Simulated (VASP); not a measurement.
# C (R-3m) in VASP: further runs

The runs below take C through single point, with PBE+D3(BJ).

Everything below comes from runs of VASP 6.6.1. Logs are shortened: lines on timing, memory, paths and dates and some standing lists are left out, and cuts for length are marked.

**1. The cell of the first run**

Symmetry: R-3m, No. 166, trigonal system. The conventional cell has a = 2.506 Å, b = 2.506 Å, c = 10.253 Å, α = 90.00°, β = 90.00°, γ = 120.00°. C (site symmetry 3m) has 3 C at 1.45 Å within 1.9 Å.

**2. Single point, PBE+D3(BJ)**

Contents of INCAR:

```
SYSTEM = C
PREC = Accurate ; ENCUT = 520
EDIFF = 1E-6 ; ISMEAR = 0
SIGMA = 0.05 ; LREAL = .False.
LASPH = .True. ; NELM = 100
ALGO = Normal ; ISIF = 2
LWAVE = .False. ; LCHARG = .False.
GGA = PE ; IVDW = 12
NBANDS = 11
```

Contents of KPOINTS:

```
Automatic mesh
0
Gamma
  15 15 15
  0 0 0
```

Contents of POSCAR:

```
C
1.0
    1.2530811925      0.7234667638      3.4175230126
   -1.2530811925      0.7234667638      3.4175230126
    0.0000000000     -1.4469335276      3.4175230125
C
2
Direct
    0.1722480123      0.1722480123      0.1722480123
    0.8277519877      0.8277519877      0.8277519877
```

Potentials or basis: VASP PAW PBE potentials, release 64 (C).

Started as:

```
cat potpaw_PBE.64/C/POTCAR > POTCAR
mpirun -np 1 vasp_std > vasp.out
```

OUTCAR:

```text
SYSTEM = C
   PREC = Accurate
   ENCUT = 520
   EDIFF = 1E-6
   ISMEAR = 0
   LREAL = .False.
   LASPH = .True.
   NELM = 100
   ISIF = 2
   GGA = PE
   IVDW = 12
 IVDW          = 12

 ion  position               nearest neighbor table
   1  0.172  0.172  0.172-   2 1.45   2 1.45   2 1.45
   2  0.828  0.828  0.828-   1 1.45   1 1.45   1 1.45

  LATTYP: Found a trigonal (rhomboedric) cell.
 ALAT       =     3.7112100688
 COS(alpha) =     0.7719881893

  Lattice vectors:

 A1 = (   1.2530811925,   0.7234667638,   3.4175230126)
 A2 = (  -1.2530811925,   0.7234667638,   3.4175230126)
 A3 = (   0.0000000000,  -1.4469335276,   3.4175230125)

Analysis of symmetry for initial positions (statically):
=====================================================================
 Subroutine PRICEL returns:
 Original cell was already a primitive cell.

 Routine SETGRP: Setting up the symmetry group for a
 trigonal (rhombohedral) supercell.

 Subroutine GETGRP returns: Found 12 space group operations
 (whereof 12 operations were pure point group operations)
 out of a pool of 12 trial point group operations.

The static configuration has the point symmetry D_3d.

Analysis of symmetry for dynamics (positions and initial velocities):
=====================================================================
 Subroutine PRICEL returns:
 Original cell was already a primitive cell.

 Routine SETGRP: Setting up the symmetry group for a
 trigonal (rhombohedral) supercell.

 Subroutine GETGRP returns: Found 12 space group operations
 (whereof 12 operations were pure point group operations)
 out of a pool of 12 trial point group operations.

The dynamic configuration has the point symmetry D_3d.

 Subroutine INISYM returns: Found 12 space group operations
 (whereof 12 operations are pure point group operations),
 and found     1 'primitive' translations

----------------------------------------------------------------------------------------

                                     Primitive cell

  volume of cell :      18.5892

  direct lattice vectors                    reciprocal lattice vectors
     1.253081193  0.723466764  3.417523013     0.399016443  0.230372251  0.097536529
    -1.253081193  0.723466764  3.417523013    -0.399016443  0.230372251  0.097536529
     0.000000000 -1.446933528  3.417523012     0.000000000 -0.460744501  0.097536529

  length of vectors
     3.711210069  3.711210069  3.711210069     0.470955274  0.470955274  0.470955274

  position of ions in fractional coordinates (direct lattice)
     0.172248012  0.172248012  0.172248012
     0.827751988  0.827751988  0.827751988

  ion indices of the primitive-cell ions
   primitive index   ion index
                 1           1
                 2           2

----------------------------------------------------------------------------------------

 KPOINTS: Automatic mesh

Automatic generation of k-mesh.
 Grid dimensions read from file:
 generate k-points for:   15   15   15

 Generating k-lattice:

  Cartesian coordinates                     Fractional coordinates (reciprocal lattice)
     0.026601096  0.015358150  0.006502435     0.066666667  0.000000000  0.000000000
    -0.026601096  0.015358150  0.006502435     0.000000000  0.066666667  0.000000000
     0.000000000 -0.030716300  0.006502435     0.000000000  0.000000000  0.066666667

  Length of vectors
     0.031397018  0.031397018  0.031397018

  Shift w.r.t. Gamma in fractional coordinates (k-lattice)
     0.000000000  0.000000000  0.000000000

 Subroutine IBZKPT returns following result:
 ===========================================

 Found    344 irreducible k-points:

 Following reciprocal coordinates:
            Coordinates               Weight
  0.000000  0.000000  0.000000      1.000000
  0.066667  0.000000  0.000000      6.000000
  0.133333  0.000000 -0.000000      6.000000
  0.200000  0.000000 -0.000000      6.000000
  0.266667  0.000000 -0.000000      6.000000
  0.333333  0.000000  0.000000      6.000000
[... 16 lines left out ...]
  0.133333  0.133333 -0.000000      6.000000
  0.200000  0.133333 -0.000000     12.000000
 [... further k-points ...]
   k-points           NKPTS =    344   k-points in BZ     NKDIM =    344   number of bands    NBANDS=     11
   number of dos      NEDOS =    301   number of ions     NIONS =      2
   total plane-waves  NPLWV =  21952
   dimension x,y,z NGX =    28 NGY =   28 NGZ =   28
   dimension x,y,z NGXF=    56 NGYF=   56 NGZF=   56
   ions per type =               2
   NGX,Y,Z   is equivalent  to a cutoff of  12.54, 12.54, 12.54 a.u.
   NGXF,Y,Z  is equivalent  to a cutoff of  25.09, 25.09, 25.09 a.u.
 SYSTEM =  C
   PREC   = accura    normal or accurate (medium, high low for compatibility)
   ISTART =      0    job   : 0-new  1-cont  2-samecut
   ICHARG =      2    charge: 1-file 2-atom 10-const
   ISPIN  =      1    spin polarized calculation?
   LNONCOLLINEAR =      F non collinear calculations
   LSORBIT =      F    spin-orbit coupling
   LASPH  =      T    aspherical Exc in radial PAW
   ENCUT  =  520.0 eV  38.22 Ry    6.18 a.u.   6.90  6.90  6.90*2*pi/ulx,y,z
   NELM   =    100;   NELMIN=  2; NELMDL= -5     # of ELM steps
   EDIFF  = 0.1E-05   stopping-criterion for ELM
   LREAL  =      F    real-space projection
   EDIFFG = 0.1E-04   stopping-criterion for IOM
   NSW    =      0    number of steps for IOM
   IBRION =     -1    ionic relax: 0-MD 1-quasi-New 2-CG
   NFREE  =      0    steps in history (QN), initial steepest desc. (CG)
   ISIF   =      2    stress and relaxation
   ISYM   =      2    0-nonsym 1-usesym 2-fastsym
   POTIM  = 0.5000    time-step for ionic-motion
   TEBEG  =    0.0;   TEEND  =   0.0 temperature during run
   PSTRESS=    0.0 pullay stress
   NELECT =       8.0000    total number of electrons
   NUPDOWN=      -1.0000    fix difference up-down
   EMIN   =  10.00;   EMAX   =-10.00  energy-range for DOS
   EFERMI =   0.00;   METHOD = LEGACY
   ISMEAR =     0;   SIGMA  =   0.05  broadening in eV -4-tet -1-fermi 0-gaus
   EFERMI_NEDOS =   21; number of points for ismear=-14 and -15
   IALGO  =     38    algorithm
   IMIX   =      4    mixing-type and parameters
     AMIX     =   0.40;   BMIX     =  1.00
     AMIX_MAG =   1.60;   BMIX_MAG =  1.00
  volume/ion in A,a.u.               =       9.29        62.72
  Fermi-wavevector in a.u.,A,eV,Ry     =   1.235999  2.335699 20.785520  1.527693
  Thomas-Fermi vector in A             =   2.370625
   LORBIT       =      0    0 simple, 1 ext, 2 COOP (PROOUT), +10 PAW based schemes
   GGA     = PE    functional components
   LHFCALC =     F    Hartree Fock is set to
   AEXX    =    0.0000 exact exchange contribution
   IVDW    =    12    specifies the selected vdW correction
   LEPSILON=     F    determine dielectric tensor
   LRPA    =     F    only Hartree local field effects (RPA)
 non-spin polarized calculation
 Gauss-broadening in eV      SIGMA  =   0.05
  energy-cutoff  :      520.00
  volume of cell :       18.59
 maximum number of plane-waves:       517
   NGX = 13   NGY = 13   NGZ = 13

 number of electron       8.0000000 magnetization

 Free energy of the ion-electron system (eV)
  ---------------------------------------------------
  ext. energy  EPLUGINS =         0.00000000
  ---------------------------------------------------
  free energy    TOTEN  =       -18.28612881 eV

  energy without entropy =      -18.28612881  energy(sigma->0) =      -18.28612881

 E-fermi :   4.2189     XC(G=0): -10.1177

 val. band max:        3.9629879657   @ k =  -0.3333   0.3333   0.0000
 cond. band min:       4.4144935257   @ k =  -0.3333   0.3333   0.0000
 fundamental gap:      0.4515055599
 Fermi energy:         4.2188513917

 k-point     1 :       0.0000    0.0000    0.0000
  band No.  band energies     occupation
      1     -14.9867      2.00000
      2      -2.0334      2.00000
      3       1.3079      2.00000
      4       1.3079      2.00000
      5       8.2507      0.00000
      6      12.2774      0.00000
      7      12.2774      0.00000
      8      15.2409      0.00000
      9      15.7051      0.00000
     10      26.3646      0.00000
     11      29.0102      0.00000

 k-point     2 :       0.0667    0.0000    0.0000
  band No.  band energies     occupation
      1     -14.8823      2.00000
      2      -1.9305      2.00000
      3       0.8878      2.00000
      4       1.0983      2.00000
      5       8.3868      0.00000
      6      12.3298      0.00000
      7      12.7005      0.00000
      8      14.9077      0.00000
      9      15.9150      0.00000
     10      26.6389      0.00000
     11      28.2047      0.00000

 k-point     3 :       0.1333    0.0000   -0.0000
  band No.  band energies     occupation
      1     -14.5700      2.00000
      2      -1.6254      2.00000
      3      -0.2224      2.00000
      4       0.5658      2.00000
      5       8.7846      0.00000
      6      12.3387      0.00000
      7      13.8633      0.00000
      8      13.9974      0.00000
      9      16.5930      0.00000
     10      26.0096      0.00000
     11      27.6609      0.00000

 k-point     4 :       0.2000    0.0000   -0.0000
  band No.  band energies     occupation
      1     -14.0525      2.00000
      2      -1.7694      2.00000
      3      -1.0926      2.00000
      4      -0.1019      2.00000
      5       9.3841      0.00000
      6      12.1777      0.00000
      7      12.7450      0.00000
      8      15.5437      0.00000
      9      17.6746      0.00000
     10      24.0584      0.00000
     11      26.8349      0.00000
[... 239 lines left out ...]
 k-point    22 :      -0.0667    0.0667    0.0000
  band No.  band energies     occupation
      1     -14.6776      2.00000
      2      -1.6932      2.00000
      3       0.1754      2.00000
      4       0.6750      2.00000
      5       8.5857      0.00000
      6      12.5073      0.00000
      7      13.3036      0.00000
      8      14.2827      0.00000
      9      16.4098      0.00000
     10      26.4489      0.00000
     11      27.0966      0.00000

 k-point    23 :       0.1333    0.1333   -0.0000
  band No.  band energies     occupation
      1     -14.5559      2.00000
      2      -1.7493      2.00000
      3      -0.2094      2.00000
      4       0.5538      2.00000
      5       9.0308      0.00000
      6      12.2968      0.00000
      7      13.8684      0.00000
      8      14.0027      0.00000
      9      16.6210      0.00000
     10      25.7560      0.00000
     11      27.4136      0.00000

 k-point    24 :       0.2000    0.1333   -0.0000
  band No.  band energies     occupation
      1     -14.2387      2.00000
      2      -1.5129      2.00000
      3      -1.0250      2.00000
      4      -0.0257      2.00000
      5       9.4858      0.00000
      6      12.5620      0.00000
      7      13.2635      0.00000
      8      14.3784      0.00000
      9      17.4976      0.00000
     10      24.2372      0.00000
     11      27.5691      0.00000

 [... further k-points ...]

------------------------ aborting loop because EDIFF is reached ----------------------------------------

 Edisp (eV)   -0.30268

 E8    (eV) :    -0.0856

  FORCE on cell =-STRESS in cart. coord.  units (eV):
  Direction    XX          YY          ZZ          XY          YZ          ZX
  --------------------------------------------------------------------------------------
  -------------------------------------------------------------------------------------
  Total      -2.18876    -2.18876    -0.26222    -0.00000    -0.00000     0.00000
  in kB    -188.64669  -188.64669   -22.60076    -0.00000    -0.00000     0.00000
  external pressure =     -133.30 kB  Pullay stress =        0.00 kB

 VOLUME and BASIS-vectors are now :
 -----------------------------------------------------------------------------
  energy-cutoff  :      520.00
  volume of cell :       18.59
      direct lattice vectors                 reciprocal lattice vectors
     1.253081193  0.723466764  3.417523013     0.399016443  0.230372251  0.097536529
    -1.253081193  0.723466764  3.417523013    -0.399016443  0.230372251  0.097536529
     0.000000000 -1.446933528  3.417523012     0.000000000 -0.460744501  0.097536529

 POSITION                                       TOTAL-FORCE (eV/Angst)
 -----------------------------------------------------------------------------------
      0.00000      0.00000      1.76598         0.000000     -0.000000     -1.917529
      0.00000      0.00000      8.48658         0.000000      0.000000      1.917529
 -----------------------------------------------------------------------------------
    total drift:                               -0.000000      0.000000     -0.000000

  FREE ENERGIE OF THE ION-ELECTRON SYSTEM (eV)
  ---------------------------------------------------
  free  energy   TOTEN  =       -18.5888109509 eV

  energy  without entropy=      -18.5888109508  energy(sigma->0) =      -18.58881095
```

Run time: 36 s. Hardware: 1 thread of Intel Xeon 6975P-C (Granite Rapids), shared host; peak memory 0.2 GiB.

Results:

```yaml
Free_energy: -18.5888 eV
Pressure: -13.3 GPa
Largest_force: 1.918 eV/Å
Band_gap_on_the_k_mesh: 0.45 eV, direct
Dispersion_energy_per_atom: -0.151 eV
```

Forces on the atoms (eV/Å):
```
C    0.000  0.000 -1.918
C    0.000  0.000  1.918
```

Caveat: forces of over 1 eV/Å act on the atoms, so gaps and moduli don't describe the material at rest.

**3. Single point, PBE+D3(BJ)**

Contents of INCAR:

```
SYSTEM = C
ALGO = Normal
EDIFF = 1E-7
ENCUT = 520
GGA = PE
ISIF = 2
ISMEAR = 0
IVDW = 12
LASPH = .True.
LCHARG = .False.
LREAL = .False.
LWAVE = .False.
NBANDS = 11
NELM = 60
PREC = Accurate
SIGMA = 0.05
```

Contents of KPOINTS:

```
k-points
0
Gamma
  15 15 15
  0 0 0
```

Contents of POSCAR:

```
C
1.0
    1.2530811925      0.7234667638      3.4175230126
   -1.2530811925      0.7234667638      3.4175230126
    0.0000000000     -1.4469335276      3.4175230125
C
2
Direct
    0.1571748731      0.1571748731      0.1571748731
    0.8428251269      0.8428251269      0.8428251269
```

Potentials or basis: VASP PAW PBE potentials, release 64 (C).

Started as:

```
cat potpaw_PBE.64/C/POTCAR > POTCAR
mpirun -np 1 vasp_std > vasp.out
```

Run time: 43 s. Hardware: 1 thread of Intel Xeon 6975P-C (Granite Rapids), shared host; peak memory 0.2 GiB.

Results (log left out):

- Free energy: -18.3910 eV
- Pressure: -14.4 GPa
- Largest force: 3.186 eV/Å
- Band gap on the k mesh: 0.90 eV, indirect (least direct gap 0.93 eV)
- Dispersion energy per atom: -0.151 eV

Forces on the atoms (eV/Å):
```
C    0.000  0.000  3.186
C    0.000  0.000 -3.186
```

Stress tensor (GPa, compression positive):
```
-18.32   0.00   0.00
  0.00 -18.32   0.00
  0.00   0.00  -6.52
```

Levels at points of the mesh, in eV from the valence-band top:
| k point | band 2 | band 3 | band 4 | band 5 | band 6 | band 7 |
| --- | --- | --- | --- | --- | --- | --- |
| (0.00, 0.00, 0.00) | -5.65 | -2.21 | -2.21 | 4.02 | 8.51 | 8.51 |

Caveat: forces of over 1 eV/Å act on the atoms, so gaps and moduli don't describe the material at rest.

[end of part 1 of 2]
